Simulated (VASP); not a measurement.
# In (I4/mmm) in VASP: notebook

Runs on In. Level: LDA. Tasks: single point.

All numbers are computed with VASP 6.6.1; they aren't measurements. Logs are shortened: lines on timing, memory, paths and dates and some standing lists are left out, and cuts for length are marked.

### Step 1. The cell of the first run

The structure is tetragonal, space group I4/mmm (No. 139). Conventional cell: a = 3.252 Å, b = 3.252 Å, c = 4.948 Å, α = 90.00°, β = 90.00°, γ = 90.00°. Within 4.3 Å of In (site symmetry 4/mmm) lie 12 In at 3.25 to 3.38 Å.

### Step 2. Single point, LDA

INCAR

```
  PREC = Accurate
  ENCUT = 520
  EDIFF = 1E-7
  ISMEAR = -1
  SIGMA = 0.05
  LREAL = False
  LASPH = True
  NELM = 100
  ALGO = Normal
  ISIF = 2
  LWAVE = False
  LCHARG = False
  NBANDS = 12
```

KPOINTS

```
regular mesh
0
Gamma
  14 14 14
```

POSCAR

```
In
1.0
   -1.6261500000      1.6261500000      2.4739500000
    1.6261500000     -1.6261500000      2.4739500000
    1.6261500000      1.6261500000     -2.4739500000
In
1
Direct
    0.0000000000      0.0000000000      0.0000000000
```

Potentials or basis: VASP PAW LDA potentials, release 64 (In_d).

Command:

```console
cat potpaw_LDA.64/In_d/POTCAR > POTCAR
mpirun -np 1 vasp_std > vasp.out
```

OUTCAR:

```text
PREC = Accurate
   ENCUT = 520
   EDIFF = 1E-7
   ISMEAR = -1
   LREAL = False
   LASPH = True
   NELM = 100
   ISIF = 2

 ion  position               nearest neighbor table
   1  0.000  0.000  0.000-

  LATTYP: Found a body centered tetragonal cell.
 ALAT       =     3.2523000000
 C/A-ratio  =     1.5213541186

  Lattice vectors:

 A1 = (  -1.6261500000,   1.6261500000,   2.4739500000)
 A2 = (   1.6261500000,  -1.6261500000,   2.4739500000)
 A3 = (   1.6261500000,   1.6261500000,  -2.4739500000)

Analysis of symmetry for initial positions (statically):
=====================================================================
 Subroutine PRICEL returns:
 Original cell was already a primitive cell.

 Routine SETGRP: Setting up the symmetry group for a
 body centered tetragonal supercell.

 Subroutine GETGRP returns: Found 16 space group operations
 (whereof 16 operations were pure point group operations)
 out of a pool of 16 trial point group operations.

The static configuration has the point symmetry D_4h.

Analysis of symmetry for dynamics (positions and initial velocities):
=====================================================================
 Subroutine PRICEL returns:
 Original cell was already a primitive cell.

 Routine SETGRP: Setting up the symmetry group for a
 body centered tetragonal supercell.

 Subroutine GETGRP returns: Found 16 space group operations
 (whereof 16 operations were pure point group operations)
 out of a pool of 16 trial point group operations.

The dynamic configuration has the point symmetry D_4h.

 Subroutine INISYM returns: Found 16 space group operations
 (whereof 16 operations are pure point group operations),
 and found     1 'primitive' translations

----------------------------------------------------------------------------------------

                                     Primitive cell

  volume of cell :      26.1681

  direct lattice vectors                    reciprocal lattice vectors
    -1.626150000  1.626150000  2.473950000     0.000000000  0.307474710  0.202105944
     1.626150000 -1.626150000  2.473950000     0.307474710  0.000000000  0.202105944
     1.626150000  1.626150000 -2.473950000     0.307474710  0.307474710  0.000000000

  length of vectors
     3.377744254  3.377744254  3.377744254     0.367950418  0.367950418  0.434834905

  position of ions in fractional coordinates (direct lattice)
     0.000000000  0.000000000  0.000000000

  ion indices of the primitive-cell ions
   primitive index   ion index
                 1           1

----------------------------------------------------------------------------------------

 KPOINTS: regular mesh

Automatic generation of k-mesh.
 Grid dimensions read from file:
 generate k-points for:   14   14   14

 Generating k-lattice:

  Cartesian coordinates                     Fractional coordinates (reciprocal lattice)
     0.000000000  0.021962479  0.014436139     0.071428571  0.000000000 -0.000000000
     0.021962479  0.000000000  0.014436139     0.000000000  0.071428571 -0.000000000
     0.021962479  0.021962479  0.000000000     0.000000000  0.000000000  0.071428571

  Length of vectors
     0.026282173  0.026282173  0.031059636

  Shift w.r.t. Gamma in fractional coordinates (k-lattice)
     0.000000000  0.000000000  0.000000000

 Subroutine IBZKPT returns following result:
 ===========================================

 Found    244 irreducible k-points:

 Following reciprocal coordinates:
            Coordinates               Weight
  0.000000  0.000000  0.000000      1.000000
  0.071429 -0.000000  0.000000      8.000000
  0.142857 -0.000000  0.000000      8.000000
  0.214286  0.000000  0.000000      8.000000
  0.285714 -0.000000  0.000000      8.000000
  0.357143 -0.000000  0.000000      8.000000
[... 16 lines left out ...]
  0.214286  0.142857 -0.000000     16.000000
  0.285714  0.142857  0.000000     16.000000
 [... further k-points ...]
   k-points           NKPTS =    244   k-points in BZ     NKDIM =    244   number of bands    NBANDS=     12
   number of dos      NEDOS =    301   number of ions     NIONS =      1
   total plane-waves  NPLWV =  21952
   dimension x,y,z NGX =    28 NGY =   28 NGZ =   28
   dimension x,y,z NGXF=    56 NGYF=   56 NGZF=   56
   ions per type =               1
   NGX,Y,Z   is equivalent  to a cutoff of  13.78, 13.78, 13.78 a.u.
   NGXF,Y,Z  is equivalent  to a cutoff of  27.56, 27.56, 27.56 a.u.
 SYSTEM =  unknown system
   PREC   = accura    normal or accurate (medium, high low for compatibility)
   ISTART =      0    job   : 0-new  1-cont  2-samecut
   ICHARG =      2    charge: 1-file 2-atom 10-const
   ISPIN  =      1    spin polarized calculation?
   LNONCOLLINEAR =      F non collinear calculations
   LSORBIT =      F    spin-orbit coupling
   LASPH  =      T    aspherical Exc in radial PAW
   ENCUT  =  520.0 eV  38.22 Ry    6.18 a.u.   6.28  6.28  6.28*2*pi/ulx,y,z
   NELM   =    100;   NELMIN=  2; NELMDL= -5     # of ELM steps
   EDIFF  = 0.1E-06   stopping-criterion for ELM
   LREAL  =      F    real-space projection
   EDIFFG = 0.1E-05   stopping-criterion for IOM
   NSW    =      0    number of steps for IOM
   IBRION =     -1    ionic relax: 0-MD 1-quasi-New 2-CG
   NFREE  =      0    steps in history (QN), initial steepest desc. (CG)
   ISIF   =      2    stress and relaxation
   ISYM   =      2    0-nonsym 1-usesym 2-fastsym
   POTIM  = 0.5000    time-step for ionic-motion
   TEBEG  =    0.0;   TEEND  =   0.0 temperature during run
   PSTRESS=    0.0 pullay stress
   NELECT =      13.0000    total number of electrons
   NUPDOWN=      -1.0000    fix difference up-down
   EMIN   =  10.00;   EMAX   =-10.00  energy-range for DOS
   EFERMI =   0.00;   METHOD = LEGACY
   ISMEAR =    -1;   SIGMA  =   0.05  broadening in eV -4-tet -1-fermi 0-gaus
   EFERMI_NEDOS =   21; number of points for ismear=-14 and -15
   IALGO  =     38    algorithm
   IMIX   =      4    mixing-type and parameters
     AMIX     =   0.40;   BMIX     =  1.00
     AMIX_MAG =   1.60;   BMIX_MAG =  1.00
  volume/ion in A,a.u.               =      26.17       176.59
  Fermi-wavevector in a.u.,A,eV,Ry     =   1.296578  2.450177 22.872944  1.681114
  Thomas-Fermi vector in A             =   2.428025
   LORBIT       =      0    0 simple, 1 ext, 2 COOP (PROOUT), +10 PAW based schemes
   GGA     = CA    functional components
   LHFCALC =     F    Hartree Fock is set to
   AEXX    =    0.0000 exact exchange contribution
   IVDW    =     0    specifies the selected vdW correction
   LEPSILON=     F    determine dielectric tensor
   LRPA    =     F    only Hartree local field effects (RPA)
 non-spin polarized calculation
  energy-cutoff  :      520.00
  volume of cell :       26.17
 maximum number of plane-waves:       721
 NGX is ok and might be reduce to    28
   NGX = 13   NGY = 13   NGZ = 13

 number of electron      13.0000006 magnetization

 Free energy of the ion-electron system (eV)
  ---------------------------------------------------
  ext. energy  EPLUGINS =         0.00000000
  ---------------------------------------------------
  free energy    TOTEN  =        -3.20824757 eV

  energy without entropy =       -3.20475447  energy(sigma->0) =       -3.20650102

 E-fermi :   7.2433     XC(G=0): -10.5259

 val. band max:        7.1971123228   @ k =   0.2857   0.1429   0.0714
 cond. band min:       7.2447371197   @ k =   0.2857   0.2143   0.0714
 fundamental gap:      0.0476247969
 Fermi energy:         7.2433270960

 k-point     1 :       0.0000    0.0000    0.0000
  band No.  band energies     occupation
      1      -7.4082      2.00000
      2      -7.3024      2.00000
      3      -7.3024      2.00000
      4      -7.2193      2.00000
      5      -7.1129      2.00000
      6      -2.3488      2.00000
      7      17.6325      0.00000
      8      17.6325      0.00000
      9      17.7897      0.00000
     10      18.8999      0.00000
     11      21.2226      0.00000
     12      21.3519      0.00000

 k-point     2 :       0.0714   -0.0000    0.0000
  band No.  band energies     occupation
      1      -7.3999      2.00000
      2      -7.3028      2.00000
      3      -7.2942      2.00000
      4      -7.2178      2.00000
      5      -7.1161      2.00000
      6      -2.2371      2.00000
      7      16.3295      0.00000
      8      17.4681      0.00000
      9      17.4989      0.00000
     10      18.7041      0.00000
     11      21.5918      0.00000
     12      21.6429      0.00000

 k-point     3 :       0.1429   -0.0000    0.0000
  band No.  band energies     occupation
      1      -7.3828      2.00000
      2      -7.3070      2.00000
      3      -7.2741      2.00000
      4      -7.2053      2.00000
      5      -7.1222      2.00000
      6      -1.8993      2.00000
      7      13.9421      0.00000
      8      16.8545      0.00000
      9      17.1965      0.00000
     10      18.6373      0.00000
     11      20.9667      0.00000
     12      22.4075      0.00000

 k-point     4 :       0.2143    0.0000    0.0000
  band No.  band energies     occupation
      1      -7.3730      2.00000
      2      -7.3203      2.00000
      3      -7.2564      2.00000
      4      -7.1674      2.00000
      5      -7.1193      2.00000
      6      -1.3299      2.00000
      7      11.5147      0.00000
      8      16.1768      0.00000
      9      16.8705      0.00000
     10      18.5972      0.00000
     11      20.1432      0.00000
     12      22.6396      0.00000

 k-point     5 :       0.2857   -0.0000    0.0000
  band No.  band energies     occupation
      1      -7.3767      2.00000
      2      -7.3400      2.00000
      3      -7.2563      2.00000
      4      -7.1083      2.00000
      5      -7.0959      2.00000
      6      -0.5250      2.00000
      7       9.2111      0.00000
      8      15.5606      0.00000
      9      16.5965      0.00000
     10      18.5496      0.00000
     11      19.4982      0.00000
     12      21.8743      0.00000

 k-point     6 :       0.3571   -0.0000    0.0000
  band No.  band energies     occupation
      1      -7.3893      2.00000
      2      -7.3578      2.00000
      3      -7.2684      2.00000
      4      -7.0621      2.00000
      5      -7.0475      2.00000
      6       0.5131      2.00000
      7       7.0833      1.92170
      8      15.0738      0.00000
      9      16.4005      0.00000
     10      18.4911      0.00000
     11      19.0525      0.00000
     12      21.1307      0.00000

 k-point     7 :       0.4286    0.0000    0.0000
  band No.  band energies     occupation
      1      -7.4022      2.00000
      2      -7.3690      2.00000
      3      -7.2802      2.00000
      4      -7.0349      2.00000
      5      -7.0031      2.00000
      6       1.7627      2.00000
      7       5.1737      2.00000
      8      14.7624      0.00000
      9      16.2861      0.00000
     10      18.4371      0.00000
     11      18.7963      0.00000
     12      20.6670      0.00000

 k-point     8 :       0.5000    0.0000    0.0000
  band No.  band energies     occupation
      1      -7.4075      2.00000
      2      -7.3728      2.00000
      3      -7.2849      2.00000
      4      -7.0248      2.00000
      5      -6.9870      2.00000
      6       2.8499      2.00000
      7       3.8657      2.00000
      8      14.6553      0.00000
      9      16.2488      0.00000
     10      18.4144      0.00000
     11      18.7133      0.00000
     12      20.5094      0.00000
[... 166 lines left out ...]
 k-point    20 :      -0.1429    0.0714   -0.0000
  band No.  band energies     occupation
      1      -7.3621      2.00000
      2      -7.3226      2.00000
      3      -7.2723      2.00000
      4      -7.2050      2.00000
      5      -7.1313      2.00000
      6      -1.9235      2.00000
      7      14.7373      0.00000
      8      16.0900      0.00000
      9      16.9884      0.00000
     10      18.3918      0.00000
     11      21.7713      0.00000
     12      22.3341      0.00000

 k-point    21 :      -0.0714    0.0714    0.0000
  band No.  band energies     occupation
      1      -7.3859      2.00000
      2      -7.3144      2.00000
      3      -7.2890      2.00000
      4      -7.2136      2.00000
      5      -7.1221      2.00000
      6      -2.1929      2.00000
      7      16.7166      0.00000
      8      16.8925      0.00000
      9      17.0837      0.00000
     10      18.2170      0.00000
     11      22.2969      0.00000
     12      22.3127      0.00000

 k-point    22 :       0.1429    0.1429    0.0000
  band No.  band energies     occupation
      1      -7.3695      2.00000
      2      -7.2789      2.00000
      3      -7.2645      2.00000
      4      -7.2068      2.00000
      5      -7.1023      2.00000
      6      -1.1697      2.00000
      7      12.6346      0.00000
      8      12.9962      0.00000
      9      17.0675      0.00000
     10      19.7015      0.00000
     11      19.7861      0.00000
     12      21.2388      0.00000

 k-point    23 :       0.2143    0.1429   -0.0000
  band No.  band energies     occupation
      1      -7.3549      2.00000
      2      -7.2988      2.00000
      3      -7.2439      2.00000
      4      -7.1857      2.00000
      5      -7.0872      2.00000
      6      -0.4577      2.00000
      7      10.4655      0.00000
      8      12.5465      0.00000
      9      16.1869      0.00000
     10      19.0689      0.00000
     11      20.0556      0.00000
     12      21.2023      0.00000

 k-point    24 :       0.2857    0.1429    0.0000
  band No.  band energies     occupation
      1      -7.3483      2.00000
      2      -7.3204      2.00000
      3      -7.2537      2.00000
      4      -7.1261      2.00000
      5      -7.0726      2.00000
      6       0.4849      2.00000
      7       8.2934      0.00000
      8      12.4478      0.00000
      9      15.3142      0.00000
     10      18.1843      0.00000
     11      20.0643      0.00000
     12      21.5792      0.00000

 [... further k-points ...]
[... 5 lines left out ...]
  --------------------------------------------------------------------------------------
  -------------------------------------------------------------------------------------
  Total       -0.4616566     -0.4616566     -0.3914491      0.0000000     -0.0000000      0.0000000
  in kB      -28.2655552    -28.2655552    -23.9670023      0.0000000     -0.0000000      0.0000000
  external PRESSURE =     -26.8327042 kB  Pullay stress =       0.0000000 kB

 VOLUME and BASIS-vectors are now :
 -----------------------------------------------------------------------------
  energy-cutoff  :      520.00
  volume of cell :       26.17
      direct lattice vectors                 reciprocal lattice vectors
    -1.626150000  1.626150000  2.473950000     0.000000000  0.307474710  0.202105944
     1.626150000 -1.626150000  2.473950000     0.307474710  0.000000000  0.202105944
     1.626150000  1.626150000 -2.473950000     0.307474710  0.307474710  0.000000000

 POSITION                                       TOTAL-FORCE (eV/Angst)
 -----------------------------------------------------------------------------------
      0.00000      0.00000      0.00000         0.000000      0.000000      0.000000
 -----------------------------------------------------------------------------------
    total drift:                               -0.000000     -0.000000     -0.000000

  FREE ENERGIE OF THE ION-ELECTRON SYSTEM (eV)
  ---------------------------------------------------
  free  energy   TOTEN  =        -3.2082475688 eV

  energy  without entropy=       -3.2047544668  energy(sigma->0) =       -3.20650102
```

It took 2 min on 1 thread of Intel Xeon 8259CL, shared host; peak memory 0.2 GiB.

Results:

- Free energy: -3.2082 eV
- Pressure: -2.7 GPa
- Band gap on the k mesh: zero (an odd number of electrons rules out a gap without spin polarisation)

Caveat: spin-orbit coupling is left out, which moves the levels of the heavy elements.

### Step 3. Single point, LDA (24.60 Å³/atom)

This run uses another cell than the first one, of 24.60 Å³/atom.

INCAR

```
  PREC = Accurate
  ENCUT = 520
  EDIFF = 1E-6
  ISMEAR = -1
  SIGMA = 0.05
  LREAL = F
  LASPH = T
  NELM = 80
  ALGO = Normal
  ISIF = 2
  LWAVE = F
  LCHARG = F
  NBANDS = 12
```

KPOINTS

```
Automatic mesh
0
Gamma
  14 14 14
```

POSCAR

```
In
1.0
   -1.5929539507      1.5929539507      2.4234470537
    1.5929539507     -1.5929539507      2.4234470537
    1.5929539507      1.5929539507     -2.4234470537
In
1
Direct
    0.0000000000      0.0000000000      0.0000000000
```

Potentials or basis: VASP PAW LDA potentials, release 64 (In_d).

Command:

```console
cat potpaw_LDA.64/In_d/POTCAR > POTCAR
mpirun -np 1 vasp_std > vasp.out
```

It took 53 s on 1 thread of Intel Xeon 6975P-C (Granite Rapids), shared host; peak memory 0.19 GiB.

It converged, with:

```yaml
Free_energy: -3.2214 eV
Pressure: 0.0 GPa
Band_gap_on_the_k_mesh: zero (an odd number of electrons rules out a gap without spin polarisation)
```

Stress tensor (GPa, compression positive):
```
-0.19  0.00  0.00
 0.00 -0.19  0.00
 0.00  0.00  0.40
```

Levels at points of the mesh, in eV from the Fermi level:
```tsv
k point	band 2	band 3	band 4	band 5	band 6	band 7	band 8	band 9	band 10	band 11
(0.00, 0.00, 0.00)	-14.63	-14.63	-14.53	-14.40	-10.05	10.94	10.94	11.13	11.77	14.52
(0.50, 0.00, 0.00)	-14.71	-14.61	-14.30	-14.25	-4.43	-3.67	7.77	9.48	11.31	11.92
(0.50, 0.50, 0.00)	-14.83	-14.30	-14.28	-14.17	-2.18	-1.61	3.55	3.98	7.38	7.65
(0.50, 0.50, 0.50)	-14.83	-14.28	-14.24	-14.24	-2.96	-2.93	4.80	4.80	8.54	8.60
```

Caveat: spin-orbit coupling is left out, which moves the levels of the heavy elements.
